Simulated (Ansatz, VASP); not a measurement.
One calculation of Ge4H, two programs

```
CELL_PARAMETERS angstrom
4.03036 0.00000 0.00000
0.00000 4.03036 0.00000
0.00000 0.00000 21.64166
ATOMIC_POSITIONS crystal
Ge 0.00000 0.50000 0.18483
Ge 0.00000 0.00000 0.25067
Ge 0.50000 0.00000 0.31966
Ge 0.50000 0.50000 0.38544
H 0.62500 0.62500 0.50096
```

Alike in both runs: task single point; functional PBE; dispersion D3(BJ); k mesh 7 × 7 × 1; occupations gaussian, width 0.1 eV; no spin polarisation.

```csv
,VASP,Ansatz
version,VASP 6.6.1,Ansatz 0.2.0
potentials or method,"VASP PAW PBE potentials, release 64 (Ge_d, H), cutoff 520 eV","scalar-relativistic, plane waves, PAW"
valence electrons in the cell,57,57
```

```csv
,VASP,Ansatz,Ansatz less VASP
gap on the k mesh at the Fermi level (eV),none,none,-
rms of the force components (eV/Å),0.622,0.622,-0.0001
"work function, face that differs most (eV)",4.96,4.96,-0.001
```

Atom by atom the forces differ by 0.002 eV/Å (rms over components). A gap of «none» marks a metal or a gap that the smearing closes.
